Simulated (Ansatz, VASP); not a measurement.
**Ru: VASP beside Ansatz**

```xyz
1
Lattice="0.0000 1.9150 1.9150 1.9150 0.0000 1.9150 1.9150 1.9150 0.0000" Properties=species:S:1:pos:R:3 pbc="T T T"
Ru    0.0000    0.0000    0.0000
```

Alike in both runs: task single point; functional PBE; k mesh 10 × 10 × 10; no spin polarisation.

|  | VASP | Ansatz |
| --- | --- | --- |
| version | VASP 6.6.1 | Ansatz 0.2.0 |
| potentials or method | VASP PAW PBE potentials, release 64 (Ru_pv), cutoff 500 eV | plane waves, PAW |
| occupations | methfessel-paxton of order 1, width 0.025 eV | cold, width 0.025 eV |
| valence electrons in the cell | 14 | 16 |

Ansatz gave:

* pressure (GPa): -3.9

Question: Which values does VASP return?

Answer: Pressure (GPa): -4.0.

VASP's potentials hold 14 valence electrons a cell and Ansatz's 16, so a difference there can come from the potentials and not from the codes.
